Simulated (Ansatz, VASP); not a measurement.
**Zn in VASP and in Ansatz**

INCAR

```
PREC     = Accurate       # precision mode
ENCUT    = 520            # plane-wave cutoff, eV
EDIFF    = 1E-7           # SCF threshold, eV
ISMEAR   = -1             # smearing method
SIGMA    = 0.1            # smearing width, eV
LREAL    = F              # projectors in reciprocal space
LASPH    = T              # aspherical terms in the spheres
NELM     = 100            # most SCF steps
ALGO     = Normal         # electronic algorithm
ISIF     = 2              # what is computed and relaxed
LWAVE    = F              # write WAVECAR
LCHARG   = F              # write CHGCAR
GGA      = RP             # functional
NBANDS   = 12             # bands
```

File KPOINTS:

```
regular mesh
0
Gamma
  15 15 15
```

File POSCAR:

```
Zn
1.0
    0.0000000000      2.0472195427      2.0472195427
    2.0472195427      0.0000000000      2.0472195427
    2.0472195427      2.0472195427      0.0000000000
Zn
1
Direct
    0.0000000000      0.0000000000      0.0000000000
```

Input for Ansatz:

```yaml
crystal:
  lattice:
    - [0.0, 2.0472195427, 2.0472195427]
    - [2.0472195427, 0.0, 2.0472195427]
    - [2.0472195427, 2.0472195427, 0.0]
  atoms:
    - { symbol: Zn, position: [0.0, 0.0, 0.0] }
hamiltonian:
  xc: rpbe
  pseudopotentials:
    kind: paw
    azcp:
      Zn: "pseudopotentials/Zn.paw.azcp"
basis:
  ecutwfc: 420
  fft_grid_basis: typed
kpoints:
  mp_grid: { grid: [15, 15, 15], shift: [0, 0, 0] }
magnetization:
  spin_polarized: false
scf:
  occupations: { method: fermi_dirac, width: 0.1 }
  lower_state_search: "off"
output:
  stress: true
  write_density: true
  write_potential: true
  elf: true
  volumetric_format: npy
```

Alike in both runs: task single point; functional RPBE; k mesh 15 × 15 × 15; occupations fermi-dirac, width 0.1 eV; no spin polarisation.

```csv
,VASP,Ansatz
version,VASP 6.6.1,Ansatz 0.2.0
potentials or method,"VASP PAW PBE potentials, release 64 (Zn), cutoff 520 eV","plane waves (420 eV) with PAW, scalar-relativistic"
valence electrons in the cell,12,12
```

VASP gave:

| Property | Result |
| --- | --- |
| pressure (GPa) | -3.5 |

What did Ansatz give for the same quantities?

Pressure (GPa): -3.7.

VASP's potentials were made for PBE, not for RPBE. With one functional, cell and mesh, what is left measures potentials, basis and numerics.
